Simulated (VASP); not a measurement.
# AlNi in VASP: a series of runs

Aim: see how the results for AlNi move with the level of theory and the settings. Levels: LDA, r2SCAN. Tasks: single point.

Program: VASP 6.6.1. These are calculated values, not measurements. Logs are shortened: lines on timing, memory, paths and dates and some standing lists are left out, and cuts for length are marked.

**1. The cell of the first run**

The cell holds a slab with vacuum, 14 atoms: a = 4.048 Å, b = 4.048 Å, c = 25.741 Å, α = 90.00°, β = 90.00°, γ = 120.00°.

**2. Single point, LDA**

The input, INCAR:

```
PREC = Accurate
ENCUT = 520
EDIFF = 1E-6
ISMEAR = 0
SIGMA = 0.1
LREAL = F
LASPH = T
NELM = 80
ALGO = Normal
ISIF = 2
LWAVE = F
LCHARG = T
LDIPOL = T
IDIPOL = 3
DIPOL = 0.5 0.5 0.500
GGA = CA
LELF = T
LVHAR = T
LVACPOTAV = T
NBANDS = 58
```

The input, KPOINTS:

```
Automatic mesh
0
Gamma
  9 9 1
```

The input, POSCAR:

```
AlNi
1.0
    4.0477133414      0.0000000000      0.0000000000
   -2.0238566707      3.5054225809      0.0000000000
    0.0000000000      0.0000000000     25.7410683374
Ni Al
7 7
Direct
    0.3333333333      0.6666666667      0.2913631984
    0.0000000000      0.0000000000      0.3555591373
    0.6666666667      0.3333333333      0.4197550763
    0.3333333333      0.6666666667      0.4839510153
    0.0000000000      0.0000000000      0.5481469542
    0.6666666667      0.3333333333      0.6123428932
    0.3333333333      0.6666666667      0.6765388322
    0.6666666667      0.3333333333      0.3234611678
    0.3333333333      0.6666666667      0.3876571068
    0.0000000000      0.0000000000      0.4518530458
    0.6666666667      0.3333333333      0.5160489847
    0.3333333333      0.6666666667      0.5802449237
    0.0000000000      0.0000000000      0.6444408627
    0.6666666667      0.3333333333      0.7086368016
```

Potentials or basis: VASP PAW LDA potentials, release 64 (Ni, Al).

Run with:

```
cat potpaw_LDA.64/Ni/POTCAR potpaw_LDA.64/Al/POTCAR > POTCAR
mpirun -np 1 vasp_std > vasp.out
```

OUTCAR:

```text
PREC = Accurate
   ENCUT = 520
   EDIFF = 1E-6
   ISMEAR = 0
   LREAL = F
   LASPH = T
   NELM = 80
   ISIF = 2
   GGA = CA

 ion  position               nearest neighbor table
   1  0.333  0.667  0.291-   9 2.48   8 2.48   8 2.48   8 2.48   2 2.86   2 2.86   2 2.86
   2  0.000  0.000  0.356-   8 2.48   9 2.48   8 2.48   9 2.48   8 2.48   9 2.48  10 2.48   1 2.86
                             1 2.86   1 2.86   3 2.86   3 2.86   3 2.86
   3  0.667  0.333  0.420-  11 2.48   9 2.48  10 2.48   9 2.48  10 2.48  10 2.48   9 2.48   8 2.48
                             4 2.86   2 2.86   4 2.86   2 2.86   2 2.86   4 2.86
   4  0.333  0.667  0.484-  12 2.48  11 2.48  11 2.48  11 2.48  10 2.48  10 2.48  10 2.48   9 2.48
                             5 2.86   5 2.86   5 2.86   3 2.86   3 2.86   3 2.86
   5  0.000  0.000  0.548-  10 2.48  11 2.48  12 2.48  11 2.48  12 2.48  11 2.48  12 2.48  13 2.48
                             4 2.86   4 2.86   4 2.86   6 2.86   6 2.86   6 2.86
   6  0.667  0.333  0.612-  14 2.48  12 2.48  13 2.48  12 2.48  13 2.48  13 2.48  12 2.48  11 2.48
                             7 2.86   5 2.86   7 2.86   5 2.86   5 2.86   7 2.86
   7  0.333  0.667  0.677-  14 2.48  14 2.48  14 2.48  13 2.48  13 2.48  13 2.48  12 2.48   6 2.86
                             6 2.86   6 2.86
   8  0.667  0.333  0.323-   1 2.48   1 2.48   1 2.48   2 2.48   2 2.48   2 2.48   3 2.48   9 2.86
                             9 2.86   9 2.86
   9  0.333  0.667  0.388-   1 2.48   3 2.48   2 2.48   3 2.48   2 2.48   2 2.48   3 2.48   4 2.48
                            10 2.86   8 2.86   8 2.86  10 2.86  10 2.86   8 2.86
  10  0.000  0.000  0.452-   5 2.48   4 2.48   3 2.48   3 2.48   4 2.48   3 2.48   4 2.48   2 2.48
                            11 2.86  11 2.86  11 2.86   9 2.86   9 2.86   9 2.86
  11  0.667  0.333  0.516-   3 2.48   4 2.48   4 2.48   4 2.48   5 2.48   5 2.48   5 2.48   6 2.48
                            10 2.86  10 2.86  10 2.86  12 2.86  12 2.86  12 2.86
  12  0.333  0.667  0.580-   4 2.48   6 2.48   5 2.48   6 2.48   5 2.48   5 2.48   6 2.48   7 2.48
                            13 2.86  11 2.86  11 2.86  13 2.86  13 2.86  11 2.86
  13  0.000  0.000  0.644-   6 2.48   7 2.48   6 2.48   7 2.48   6 2.48   7 2.48   5 2.48  14 2.86
                            14 2.86  14 2.86  12 2.86  12 2.86  12 2.86
  14  0.667  0.333  0.709-   6 2.48   7 2.48   7 2.48   7 2.48  13 2.86  13 2.86  13 2.86

  LATTYP: Found a hexagonal cell.
 ALAT       =     4.0477133414
 C/A-ratio  =     6.3594099103

  Lattice vectors:

 A1 = (   4.0477133414,   0.0000000000,   0.0000000000)
 A2 = (  -2.0238566707,   3.5054225809,   0.0000000000)
 A3 = (   0.0000000000,   0.0000000000,  25.7410683374)

Analysis of symmetry for initial positions (statically):
=====================================================================
 Subroutine PRICEL returns:
 Original cell was already a primitive cell.

 Routine SETGRP: Setting up the symmetry group for a
 hexagonal supercell.

 Subroutine GETGRP returns: Found  6 space group operations
 (whereof  6 operations were pure point group operations)
[... 157 lines left out ...]
   LRPA    =     F    only Hartree local field effects (RPA)
 non-spin polarized calculation
 Gauss-broadening in eV      SIGMA  =   0.10
  energy-cutoff  :      520.00
  volume of cell :      365.24
 maximum number of plane-waves:      9905
 NGX is ok and might be reduce to    30
   NGX = 15   NGY = 15   NGZ = 95

 dipolmoment           0.000000      0.000000     -0.000115 electrons x Angstroem

 number of electron      90.9999926 magnetization

 dipolmoment           0.000000      0.000000      0.000011 electrons x Angstroem

 Free energy of the ion-electron system (eV)
  ---------------------------------------------------
  ext. energy  EPLUGINS =         0.00000000
  ---------------------------------------------------
  free energy    TOTEN  =       -80.71156151 eV

  energy without entropy =      -80.68013727  energy(sigma->0) =      -80.69584939

 E-fermi :   2.0613     XC(G=0):  -6.5017

 val. band max:        2.0465680435   @ k =   0.1111   0.0000   0.0000
 cond. band min:       2.0651953271   @ k =   0.4444   0.0000   0.0000
 fundamental gap:      0.0186272836
 Fermi energy:         2.0612958470

 k-point     1 :       0.0000    0.0000    0.0000
  band No.  band energies     occupation
      1      -8.8976      2.00000
      2      -8.0957      2.00000
      3      -6.8688      2.00000
      4      -5.3753      2.00000
      5      -3.8310      2.00000
      6      -2.6127      2.00000
[... 709 lines left out ...]
     56       6.6164      0.00000
     57       7.4176      0.00000
 [bands above 57 left out]

------------------------ aborting loop because EDIFF is reached ----------------------------------------

  FORCE on cell =-STRESS in cart. coord.  units (eV):
  Direction    XX          YY          ZZ          XY          YZ          ZX
  --------------------------------------------------------------------------------------
  -------------------------------------------------------------------------------------
  Total      -10.2569468    -10.2569468     -8.1602833      0.0000000      0.0000000     -0.0000000
  in kB      -44.9937290    -44.9937290    -35.7963809      0.0000000      0.0000000     -0.0000000
  external PRESSURE =     -41.9279463 kB  Pullay stress =       0.0000000 kB

 VOLUME and BASIS-vectors are now :
 -----------------------------------------------------------------------------
  energy-cutoff  :      520.00
  volume of cell :      365.24
      direct lattice vectors                 reciprocal lattice vectors
     4.047713341  0.000000000  0.000000000     0.247053068  0.142636155  0.000000000
    -2.023856671  3.505422581  0.000000000     0.000000000  0.285272311  0.000000000
     0.000000000  0.000000000 25.741068337     0.000000000  0.000000000  0.038848426

 POSITION                                       TOTAL-FORCE (eV/Angst)
 -----------------------------------------------------------------------------------
     -0.00000      2.33695      7.50000        -0.000000     -0.000000      1.818648
      0.00000      0.00000      9.15247        -0.000000     -0.000000     -0.275207
      2.02386      1.16847     10.80494        -0.000000      0.000000     -0.065096
     -0.00000      2.33695     12.45742         0.000000      0.000000     -0.050098
      0.00000      0.00000     14.10989        -0.000000     -0.000000      0.024986
      2.02386      1.16847     15.76236        -0.000000     -0.000000      0.018044
     -0.00000      2.33695     17.41483        -0.000000     -0.000000     -0.535538
      2.02386      1.16847      8.32624         0.000000      0.000000     -0.531168
     -0.00000      2.33695      9.97871        -0.000000      0.000000     -0.380371
      0.00000      0.00000     11.63118        -0.000000     -0.000000     -0.058441
      2.02386      1.16847     13.28365        -0.000000     -0.000000      0.005348
     -0.00000      2.33695     14.93612        -0.000000     -0.000000      0.077967
      0.00000      0.00000     16.58860         0.000000     -0.000000      0.415097
      2.02386      1.16847     18.24107         0.000000     -0.000000     -0.464171
 -----------------------------------------------------------------------------------
    total drift:                               -0.000000      0.000000      0.000368

  FREE ENERGIE OF THE ION-ELECTRON SYSTEM (eV)
  ---------------------------------------------------
  free  energy   TOTEN  =       -80.7115615125 eV

  energy  without entropy=      -80.6801372663  energy(sigma->0) =      -80.69584939

 vacuum level on the upper side and lower side of the slab         6.545         6.546
```

OSZICAR:

```text
N       E                     dE             d eps       ncg     rms          rms(c)
DAV:   1     0.628315181529E+03    0.62832E+03   -0.37291E+04  1392   0.150E+03
DAV:   2    -0.337589327352E+02   -0.66207E+03   -0.63876E+03  1424   0.353E+02
DAV:   3    -0.896509005640E+02   -0.55892E+02   -0.53830E+02  1582   0.143E+02
[... 33 lines left out ...]
DAV:  37    -0.807115558695E+02   -0.44118E-05   -0.41923E-07   942   0.636E-03    0.501E-03
DAV:  38    -0.807115579718E+02   -0.21024E-05   -0.31312E-07   962   0.590E-03    0.306E-03
DAV:  39    -0.807115601734E+02   -0.22016E-05   -0.40571E-07   952   0.906E-03    0.250E-03
DAV:  40    -0.807115612988E+02   -0.11253E-05   -0.34166E-07   908   0.663E-03    0.122E-03
DAV:  41    -0.807115615125E+02   -0.21378E-06   -0.85746E-08   874   0.178E-03
   1 F= -.80711562E+02 E0= -.80695849E+02  d E =-.314242E-01
```

stdout:

```text
POSCAR found type information on POSCAR NiAl
 POSCAR found :  2 types and      14 ions
 scaLAPACK will be used
 LDA part: xc-table for (Slater(with rela. corr.)+CA(PZ))
 , standard interpolation
 POSCAR, INCAR and KPOINTS ok, starting setup
 FFT: planning ... GRIDC
 FFT: planning ... GRID_SOFT
 FFT: planning ... GRID
 WAVECAR not read
 entering main loop
 -----------------------------------------------------------------------------
|                                                                             |
|           W    W    AA    RRRRR   N    N  II  N    N   GGGG   !!!           |
|           W    W   A  A   R    R  NN   N  II  NN   N  G    G  !!!           |
|           W    W  A    A  R    R  N N  N  II  N N  N  G       !!!           |
|           W WW W  AAAAAA  RRRRR   N  N N  II  N  N N  G  GGG   !            |
|           WW  WW  A    A  R   R   N   NN  II  N   NN  G    G                |
|           W    W  A    A  R    R  N    N  II  N    N   GGGG   !!!           |
|                                                                             |
|     Did not find any points to average over, which means that no vacuum     |
|     field-free region was found. Please increase the size of  your cell     |
|     in the dimension of the dipole correction to obtain accurate            |
|     workfunction values.                                                    |
|                                                                             |
 -----------------------------------------------------------------------------
```

It took 22 min on 1 thread of Oxide Virtual Turin-like, shared host; peak memory 0.4 GiB.

What came out:

- Free energy: -80.7116 eV
- Largest force: 1.819 eV/Å

Forces in eV/Å, atoms in the order of the input:
```
Ni   0.000  0.000  1.819
Ni   0.000  0.000 -0.275
Ni   0.000  0.000 -0.065
Ni   0.000  0.000 -0.050
Ni   0.000  0.000  0.025
Ni   0.000  0.000  0.018
Ni   0.000  0.000 -0.536
Al   0.000  0.000 -0.531
Al   0.000  0.000 -0.380
Al   0.000  0.000 -0.058
Al   0.000  0.000  0.005
Al   0.000  0.000  0.078
Al   0.000  0.000  0.415
Al   0.000  0.000 -0.464
```

Levels at points of the mesh, in eV from the Fermi level:
| k point | band 42 | band 43 | band 44 | band 45 | band 46 | band 47 | band 48 | band 49 | band 50 | band 51 |
| --- | --- | --- | --- | --- | --- | --- | --- | --- | --- | --- |
| (0.00, 0.00, 0.00) | -0.17 | 1.67 | 1.99 | 1.99 | 2.09 | 2.09 | 2.37 | 2.37 | 2.83 | 2.83 |

Spin polarisation is off, so any magnetic state and its effect on volume and gap are missing.

**3. Single point, r2SCAN**

POSCAR is that of step 2.

The input, INCAR.step1:

```
ALGO = Normal
DIPOL = 0.5 0.5 0.500
EDIFF = 1E-4
ENCUT = 520
GGA = PE
IDIPOL = 3
ISMEAR = 0
LASPH = T
LCHARG = F
LDIPOL = T
LREAL = F
LWAVE = T
NBANDS = 58
NELM = 100
PREC = Accurate
SIGMA = 0.1
```

The input, INCAR.step2:

```
ALGO = Normal
DIPOL = 0.5 0.5 0.500
EDIFF = 1E-6
ENCUT = 520
IDIPOL = 3
ISIF = 2
ISMEAR = 0
ISTART = 1
LASPH = T
LCHARG = F
LDIPOL = T
LMIXTAU = T
LREAL = F
LWAVE = F
METAGGA = R2SCAN
NBANDS = 58
NELM = 100
PREC = Accurate
SIGMA = 0.1
```

The input, KPOINTS:

```
k-points
0
Gamma
  9 9 1
```

Potentials or basis: VASP PAW PBE potentials, release 64 (Ni, Al).

Run with:

```
cat potpaw_PBE.64/Ni/POTCAR potpaw_PBE.64/Al/POTCAR > POTCAR
cp INCAR.step1 INCAR
mpirun -np 1 vasp_std > vasp.out
cp INCAR.step2 INCAR
mpirun -np 1 vasp_std > vasp.out
```

Wall time 53 min (1 thread of Oxide Virtual Turin-like, shared host); peak memory 0.52 GiB.

Results (log left out):

```
Free energy   : -136.2002 eV
Largest force : 1.516 eV/Å
```

Forces in eV/Å, atoms in the order of the input:
```
Ni   0.000  0.000  1.516
Ni   0.000  0.000 -0.372
Ni   0.000  0.000 -0.096
Ni   0.000  0.000 -0.069
Ni   0.000  0.000  0.059
Ni   0.000  0.000  0.059
Ni   0.000  0.000 -0.407
Al   0.000  0.000 -0.551
Al   0.000  0.000 -0.396
Al   0.000  0.000 -0.037
Al   0.000  0.000 -0.003
Al   0.000  0.000  0.071
Al   0.000  0.000  0.551
Al   0.000  0.000 -0.324
```

Levels at points of the mesh, in eV from the Fermi level:
| k point | band 44 | band 45 | band 46 | band 47 | band 48 | band 49 |
| --- | --- | --- | --- | --- | --- | --- |
| (0.00, 0.00, 0.00) | 2.01 | 2.01 | 2.13 | 2.13 | 2.42 | 2.42 |

Caveat: the PAW data sets were made with another functional, which shifts forces and pressure a little. Spin polarisation is off, so any magnetic state and its effect on volume and gap are missing.
